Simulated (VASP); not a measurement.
Write the native input for VASP 6.6.1 that does the following.

* Task: single point
* Functional: PBE
* Potentials or basis: VASP PAW PBE potentials, release 64 (Hf_pv, S)
* Cutoff: 520 eV
* k mesh: 4 × 4 × 4
* Occupations: gaussian, width 0.1 eV
* Spin: no spin polarisation
* Dipole correction: no
* Further INCAR settings: ALGO = Normal; EDIFF = 1e-06; NBANDS = 29

The structure of HfS5 lies in POSCAR:

```
HfS5
1.0
    4.0514041974     -3.2599098664      0.0000000000
    4.0514041974      3.2599098664      0.0000000000
    0.0000000000      0.0000000000      8.1091592458
Hf S
1 5
Direct
    0.5000000000      0.5000000000      0.5000000000
    0.5000000000      0.5000000000      0.7869531306
    0.5000000000      0.5000000000      0.2130468694
    0.2439326129      0.2439326129      0.0000000000
    0.7560673871      0.7560673871      0.0000000000
    0.0000000000      0.0000000000      0.0000000000
```

The cell was generated, and may not be a known phase.

The input as run:

INCAR

```
SYSTEM = HfS5
ALGO = Normal
EDIFF = 1E-6
ENCUT = 520
GGA = PE
ISIF = 2
ISMEAR = 0
LASPH = .True.
LCHARG = .False.
LREAL = .False.
LWAVE = .False.
NBANDS = 29
NELM = 60
PREC = Accurate
SIGMA = 0.1
```

KPOINTS

```
k-points
0
Gamma
  4 4 4
  0 0 0
```

Potentials or basis: VASP PAW PBE potentials, release 64 (Hf_pv, S).

Launch:

```console
$ cat potpaw_PBE.64/Hf_pv/POTCAR potpaw_PBE.64/S/POTCAR > POTCAR
$ mpirun -np 1 vasp_std > vasp.out
```

Results of the run:

The pressure is -0.1 GPa, the largest force is 0.119 eV/Å and the band gap on the k mesh is zero (bands 20 and 21 overlap by 0.04 eV).

Caveat: spin-orbit coupling is left out, which moves the levels of the heavy elements.

It took 3 min on 1 thread of Intel Xeon 8259CL, with other jobs on the host, peak memory 0.35 GiB.
